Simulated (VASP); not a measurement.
# LiH (P-3m1) in VASP: relaxation of cell and atoms with PBE

Aim: the relaxation of cell and atoms of LiH with PBE.

All numbers are computed with VASP 6.6.1; they aren't measurements. Logs are shortened: lines on timing, memory, paths and dates and some standing lists are left out, and cuts for length are marked.

## 1. The cell of the first run

It takes space group P-3m1 (No. 164, trigonal). Conventional cell: a = 2.815 Å, b = 2.815 Å, c = 11.854 Å, α = 90.00°, β = 90.00°, γ = 120.00°. Li (site symmetry 3m) has 6 H at 1.99 to 2.04 Å and 1 Li at 2.46 Å within 2.6 Å. Li (site symmetry -3m) has 6 H at 2.03 Å and 2 Li at 2.46 Å within 2.7 Å. Within 2.6 Å of Li (site symmetry 3m) lie 6 H at 2.00 Å. Within 2.6 Å of H (site symmetry 3m) lie 6 Li at 1.99 to 2.00 Å. Within 2.7 Å of H (site symmetry 3m) lie 6 Li at 2.03 to 2.04 Å. Within 2.6 Å of H (site symmetry -3m) lie 6 Li at 2.00 Å.

## 2. Relaxation of cell and atoms, PBE

INCAR reads:

```
PREC = Accurate
ENCUT = 750
EDIFF = 1E-7
ISMEAR = 0
SIGMA = 0.02
LREAL = False
LASPH = True
NELM = 120
ALGO = Normal
ISIF = 3
LWAVE = False
LCHARG = False
GGA = PE
IBRION = 2
NSW = 100
EDIFFG = -0.01
GGA_COMPAT = False
NELMIN = 4
```

KPOINTS reads:

```
Automatic mesh
0
Gamma
  12 12 2
```

POSCAR reads:

```
LiH
1.0
    2.8151330943      0.0000000000      0.0000000000
   -1.4075665472      2.4379767747      0.0000000000
    0.0000000000      0.0000000000     11.8543299096
Li H
5 5
Direct
    0.0000000000      0.0000000000      0.7927257745
    0.0000000000      0.0000000000      0.0000000000
    0.0000000000      0.0000000000      0.2072742255
    0.3333333333      0.6666666667      0.4023975660
    0.6666666667      0.3333333333      0.5976024340
    0.3333333333      0.6666666667      0.6956895773
    0.6666666667      0.3333333333      0.8967066091
    0.3333333333      0.6666666667      0.1032933909
    0.6666666667      0.3333333333      0.3043104227
    0.0000000000      0.0000000000      0.5000000000
```

Potentials or basis: VASP PAW PBE potentials, release 64 (Li_sv, H).

The run is started by

```console
> cat potpaw_PBE.64/Li_sv/POTCAR potpaw_PBE.64/H/POTCAR > POTCAR
> mpirun -np 1 vasp_std > vasp.out
```

OUTCAR:

```text
PREC = Accurate
   ENCUT = 750
   EDIFF = 1E-7
   ISMEAR = 0
   LREAL = False
   LASPH = True
   NELM = 120
   ISIF = 3
   GGA = PE
   IBRION = 2
   NSW = 100
   EDIFFG = -0.01
   NELMIN = 4

 ion  position               nearest neighbor table
   1  0.000  0.000  0.793-   2 2.46
   2  0.000  0.000  0.000-   1 2.46   3 2.46
   3  0.000  0.000  0.207-   2 2.46
   4  0.333  0.667  0.402-
   5  0.667  0.333  0.598-
   6  0.333  0.667  0.696-
   7  0.667  0.333  0.897-
   8  0.333  0.667  0.103-
   9  0.667  0.333  0.304-
  10  0.000  0.000  0.500-

  LATTYP: Found a hexagonal cell.
 ALAT       =     2.8151330943
 C/A-ratio  =     4.2109305360

  Lattice vectors:

 A1 = (   2.8151330943,   0.0000000000,   0.0000000000)
 A2 = (  -1.4075665472,   2.4379767747,   0.0000000000)
 A3 = (   0.0000000000,   0.0000000000,  11.8543299096)

Analysis of symmetry for initial positions (statically):
=====================================================================
 Subroutine PRICEL returns:
 Original cell was already a primitive cell.

 Routine SETGRP: Setting up the symmetry group for a
 hexagonal supercell.

 Subroutine GETGRP returns: Found 12 space group operations
 (whereof 12 operations were pure point group operations)
 out of a pool of 24 trial point group operations.

The static configuration has the point symmetry D_3d.

Analysis of symmetry for dynamics (positions and initial velocities):
=====================================================================
 Subroutine PRICEL returns:
 Original cell was already a primitive cell.

 Routine SETGRP: Setting up the symmetry group for a
 hexagonal supercell.

 Subroutine GETGRP returns: Found 12 space group operations
 (whereof 12 operations were pure point group operations)
 out of a pool of 24 trial point group operations.

The dynamic configuration has the point symmetry D_3d.

 Subroutine INISYM returns: Found 12 space group operations
 (whereof 12 operations are pure point group operations),
 and found     1 'primitive' translations

----------------------------------------------------------------------------------------

                                     Primitive cell

  volume of cell :      81.3590

  direct lattice vectors                    reciprocal lattice vectors
     2.815133094  0.000000000  0.000000000     0.355222992  0.205088090  0.000000000
    -1.407566547  2.437976775  0.000000000     0.000000000  0.410176180  0.000000000
     0.000000000  0.000000000 11.854329910     0.000000000  0.000000000  0.084357362

  length of vectors
     2.815133094  2.815133094 11.854329910     0.410176180  0.410176180  0.084357362

  position of ions in fractional coordinates (direct lattice)
     0.000000000  0.000000000  0.792725774
     0.000000000  0.000000000  0.000000000
     0.000000000  0.000000000  0.207274226
     0.333333333  0.666666667  0.402397566
     0.666666667  0.333333333  0.597602434
     0.333333333  0.666666667  0.695689577
     0.666666667  0.333333333  0.896706609
     0.333333333  0.666666667  0.103293391
     0.666666667  0.333333333  0.304310423
     0.000000000  0.000000000  0.500000000

  ion indices of the primitive-cell ions
   primitive index   ion index
                 1           1
                 2           2
                 3           3
                 4           4
                 5           5
                 6           6
                 7           7
                 8           8
                 9           9
                10          10

----------------------------------------------------------------------------------------

 KPOINTS: Automatic mesh

Automatic generation of k-mesh.
 Grid dimensions read from file:
 generate k-points for:   12   12    2

 Generating k-lattice:

  Cartesian coordinates                     Fractional coordinates (reciprocal lattice)
     0.029601916  0.017090674  0.000000000     0.083333333 -0.000000000  0.000000000
     0.000000000  0.034181348  0.000000000     0.000000000  0.083333333  0.000000000
     0.000000000  0.000000000  0.042178681     0.000000000  0.000000000  0.500000000

  Length of vectors
     0.034181348  0.034181348  0.042178681

  Shift w.r.t. Gamma in fractional coordinates (k-lattice)
     0.000000000  0.000000000  0.000000000

 Subroutine IBZKPT returns following result:
 ===========================================

 Found     38 irreducible k-points:

 Following reciprocal coordinates:
            Coordinates               Weight
  0.000000  0.000000  0.000000      1.000000
  0.083333  0.000000  0.000000      6.000000
  0.166667  0.000000  0.000000      6.000000
  0.250000  0.000000  0.000000      6.000000
  0.333333  0.000000  0.000000      6.000000
  0.416667 -0.000000  0.000000      6.000000
[... 16 lines left out ...]
  0.250000  0.000000  0.500000      6.000000
  0.333333  0.000000  0.500000      6.000000
 [... further k-points ...]
   k-points           NKPTS =     38   k-points in BZ     NKDIM =     38   number of bands    NBANDS=     16
   number of dos      NEDOS =    301   number of ions     NIONS =     10
   total plane-waves  NPLWV =  84672
   dimension x,y,z NGX =    28 NGY =   28 NGZ =  108
   dimension x,y,z NGXF=    56 NGYF=   56 NGZF=  216
   ions per type =               5   5
   NGX,Y,Z   is equivalent  to a cutoff of  16.54, 16.54, 15.15 a.u.
   NGXF,Y,Z  is equivalent  to a cutoff of  33.07, 33.07, 30.29 a.u.
 SYSTEM =  unknown system
   PREC   = accura    normal or accurate (medium, high low for compatibility)
   ISTART =      0    job   : 0-new  1-cont  2-samecut
   ICHARG =      2    charge: 1-file 2-atom 10-const
   ISPIN  =      1    spin polarized calculation?
   LNONCOLLINEAR =      F non collinear calculations
   LSORBIT =      F    spin-orbit coupling
   LASPH  =      T    aspherical Exc in radial PAW
   ENCUT  =  750.0 eV  55.12 Ry    7.42 a.u.   6.29  6.29 26.47*2*pi/ulx,y,z
   NELM   =    120;   NELMIN=  4; NELMDL= -5     # of ELM steps
   EDIFF  = 0.1E-06   stopping-criterion for ELM
   LREAL  =      F    real-space projection
   EDIFFG = -.1E-01   stopping-criterion for IOM
   NSW    =    100    number of steps for IOM
   IBRION =      2    ionic relax: 0-MD 1-quasi-New 2-CG
   NFREE  =      1    steps in history (QN), initial steepest desc. (CG)
   ISIF   =      3    stress and relaxation
   ISYM   =      2    0-nonsym 1-usesym 2-fastsym
   POTIM  = 0.5000    time-step for ionic-motion
   TEBEG  =    0.0;   TEEND  =   0.0 temperature during run
   PSTRESS=    0.0 pullay stress
   NELECT =      20.0000    total number of electrons
   NUPDOWN=      -1.0000    fix difference up-down
   EMIN   =  10.00;   EMAX   =-10.00  energy-range for DOS
   EFERMI =   0.00;   METHOD = LEGACY
   ISMEAR =     0;   SIGMA  =   0.02  broadening in eV -4-tet -1-fermi 0-gaus
   EFERMI_NEDOS =   21; number of points for ismear=-14 and -15
   IALGO  =     38    algorithm
   IMIX   =      4    mixing-type and parameters
     AMIX     =   0.40;   BMIX     =  1.00
     AMIX_MAG =   1.60;   BMIX_MAG =  1.00
  volume/ion in A,a.u.               =       8.14        54.90
  Fermi-wavevector in a.u.,A,eV,Ry     =   1.025533  1.937976 14.309493  1.051718
  Thomas-Fermi vector in A             =   2.159378
   LORBIT       =      0    0 simple, 1 ext, 2 COOP (PROOUT), +10 PAW based schemes
   GGA     = PE    functional components
   LHFCALC =     F    Hartree Fock is set to
   AEXX    =    0.0000 exact exchange contribution
   IVDW    =     0    specifies the selected vdW correction
   LEPSILON=     F    determine dielectric tensor
   LRPA    =     F    only Hartree local field effects (RPA)
 conjugate gradient relaxation of ions
 non-spin polarized calculation
 Gauss-broadening in eV      SIGMA  =   0.02
  energy-cutoff  :      750.00
  volume of cell :       81.36
 maximum number of plane-waves:      3821
 NGX is ok and might be reduce to    28
   NGX = 13   NGY = 13   NGZ = 53

--------------------------------------- Ionic step        1  -------------------------------------------

 number of electron      20.0000001 magnetization

 Free energy of the ion-electron system (eV)
  ---------------------------------------------------
  ext. energy  EPLUGINS =         0.00000000
  ---------------------------------------------------
  free energy    TOTEN  =       -30.41849143 eV

  energy without entropy =      -30.41849143  energy(sigma->0) =      -30.41849143

------------------------ aborting loop because EDIFF is reached ----------------------------------------

  FORCE on cell =-STRESS in cart. coord.  units (eV):
  Direction    XX          YY          ZZ          XY          YZ          ZX
  --------------------------------------------------------------------------------------
  -------------------------------------------------------------------------------------
  Total       -0.1537448     -0.1537448     -0.1708080      0.0000000      0.0000000      0.0000000
  in kB       -3.0276498     -3.0276498     -3.3636688      0.0000000      0.0000000      0.0000000
  external PRESSURE =      -3.1396562 kB  Pullay stress =       0.0000000 kB
[... 73 lines left out ...]
  energy  without entropy=      -30.4189071012  energy(sigma->0) =      -30.41890710

--------------------------------------- Ionic step        3  -------------------------------------------

 number of electron      20.0000004 magnetization

 Free energy of the ion-electron system (eV)
  ---------------------------------------------------
  ext. energy  EPLUGINS =         0.00000000
  ---------------------------------------------------
  free energy    TOTEN  =       -30.41931982 eV

  energy without entropy =      -30.41931982  energy(sigma->0) =      -30.41931982

 E-fermi :   0.1456     XC(G=0):  -8.5007

 val. band max:        0.0327468347   @ k =   0.5000   0.0000   0.0000
 cond. band min:       3.4922662709   @ k =   0.5000   0.0000   0.5000
 fundamental gap:      3.4595194363
 Fermi energy:         0.1455837452

 k-point     1 :       0.0000    0.0000    0.0000
  band No.  band energies     occupation
      1     -44.3232      2.00000
      2     -44.2622      2.00000
      3     -44.2550      2.00000
      4     -44.2130      2.00000
      5     -44.1901      2.00000
      6      -5.3747      2.00000
[... 8 lines left out ...]
     15      14.2245      0.00000
     16      14.3750      0.00000
[... 420 lines left out ...]
  band No.  band energies     occupation
      1     -44.2979      2.00000
      2     -44.2363      2.00000
      3     -44.2287      2.00000
      4     -44.1852      2.00000
      5     -44.1718      2.00000
      6      -3.5931      2.00000
[... 8 lines left out ...]
     15       7.9719      0.00000
     16       8.7299      0.00000

 [... further k-points ...]

------------------------ aborting loop because EDIFF is reached ----------------------------------------

  FORCE on cell =-STRESS in cart. coord.  units (eV):
  Direction    XX          YY          ZZ          XY          YZ          ZX
  --------------------------------------------------------------------------------------
  -------------------------------------------------------------------------------------
  Total       -0.0240170     -0.0240170      0.0007866      0.0000000      0.0000000      0.0000000
  in kB       -0.4766998     -0.4766998      0.0156131      0.0000000      0.0000000      0.0000000
  external PRESSURE =      -0.3125955 kB  Pullay stress =       0.0000000 kB
[... 25 lines left out ...]
  FREE ENERGIE OF THE ION-ELECTRON SYSTEM (eV)
  ---------------------------------------------------
  free  energy   TOTEN  =       -30.4193198200 eV

  energy  without entropy=      -30.4193198200  energy(sigma->0) =      -30.41931982

 reached required accuracy - stopping structural energy minimisation
```

Wall time 4.6 min (1 thread of Intel Xeon 8259CL, shared host); peak memory 0.31 GiB.

What came out:

```yaml
Free_energy: -30.4193 eV
Relaxed_volume: 8.07 Å³/atom
Relaxed_cell: a = 2.808 Å, b = 2.808 Å, c = 11.821 Å, α = 90.00°, β = 90.00°, γ = 120.00°
Space_group_after_relaxing_to_0.1_Å: P-3m1 (No. 164)
Energy_gained_by_relaxing: 0.1 meV/atom
Ionic_steps: 3
Pressure_after_relaxing: 0.0 GPa
Largest_force_after_relaxing: 0.008 eV/Å
Band_gap_on_the_k_mesh: 3.46 eV (least direct gap 3.50 eV)
```

Forces in eV/Å, atoms in the order of the input:
```
Li   0.000  0.000 -0.008
Li   0.000  0.000  0.000
Li   0.000  0.000  0.008
Li   0.000  0.000  0.004
Li   0.000  0.000 -0.004
H    0.000  0.000  0.005
H    0.000  0.000  0.003
H    0.000  0.000 -0.003
H    0.000  0.000 -0.005
H    0.000  0.000  0.000
```

Step by step:
```
step  energy change (eV)  largest force (eV/Å)  pressure (GPa)  volume (Å³)
   1              0.0000                0.0244           -0.31        81.36
   2             -0.0004                0.0150           -0.23        81.17
   3             -0.0008                0.0078           -0.03        80.72
```

Final structure:
```yaml
crystal:
  lattice:
    - [2.80802, 0.00000, 0.00000]
    - [-1.40401, 2.43181, 0.00000]
    - [0.00000, 0.00000, 11.82103]
  atoms:
    - { symbol: Li, position: [0.00000, 0.00000, 0.79306] }
    - { symbol: Li, position: [0.00000, 0.00000, 0.00000] }
    - { symbol: Li, position: [0.00000, 0.00000, 0.20694] }
    - { symbol: Li, position: [0.33333, 0.66667, 0.40225] }
    - { symbol: Li, position: [0.66667, 0.33333, 0.59775] }
    - { symbol: H, position: [0.33333, 0.66667, 0.69541] }
    - { symbol: H, position: [0.66667, 0.33333, 0.89655] }
    - { symbol: H, position: [0.33333, 0.66667, 0.10345] }
    - { symbol: H, position: [0.66667, 0.33333, 0.30459] }
    - { symbol: H, position: [0.00000, 0.00000, 0.50000] }
```

Levels at points of the mesh, in eV from the valence-band top:
| k point | band 6 | band 7 | band 8 | band 9 | band 10 | band 11 | band 12 | band 13 | band 14 | band 15 |
| --- | --- | --- | --- | --- | --- | --- | --- | --- | --- | --- |
| (0.00, 0.00, 0.00) | -5.41 | -4.76 | -4.67 | -3.20 | -3.17 | 5.51 | 5.70 | 10.74 | 10.78 | 14.19 |
| (0.50, 0.00, 0.00) | -2.48 | -2.32 | -1.19 | -1.19 | 0.00 | 3.50 | 4.52 | 4.55 | 5.27 | 5.57 |
| (0.00, 0.00, 0.50) | -5.32 | -5.12 | -3.99 | -3.97 | -2.79 | 4.75 | 7.77 | 7.80 | 14.04 | 14.05 |
| (0.50, 0.00, 0.50) | -2.58 | -1.95 | -1.87 | -0.40 | -0.40 | 3.46 | 4.51 | 4.88 | 5.16 | 5.49 |

A k mesh can miss the band edges.
